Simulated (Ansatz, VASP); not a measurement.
**Two plane-wave programs on CsPbBr3**

```xyz
5
Lattice="5.8700 0.0000 0.0000 0.0000 5.8700 0.0000 0.0000 0.0000 5.8700" Properties=species:S:1:pos:R:3 pbc="T T T"
Cs    0.0000    0.0000    0.0000
Pb    2.9350    2.9350    2.9350
Br    0.0000    2.9350    2.9350
Br    2.9350    0.0000    2.9350
Br    2.9350    2.9350    0.0000
```

Alike in both runs: task single point; functional PBE; k mesh 2 × 2 × 2; no spin polarisation.

```csv
,VASP,Ansatz
version,VASP 6.6.1,Ansatz 0.2.0
potentials or method,"VASP PAW PBE potentials, release 64 (Cs_sv, Pb_d, Br)","plane waves, PAW"
plane-wave cutoff (eV),500,420
occupations,"gaussian, width 0.01 eV",fixed
valence electrons in the cell,44,44
```

Ansatz gave:

* gap on the k mesh at the Fermi level (eV): 1.46

Task: What did VASP give for the same quantities?

Result: gap on the k mesh at the Fermi level (eV): 1.47.

The k mesh is coarse, so the values compare programs but aren't converged. Spin-orbit coupling is off throughout.
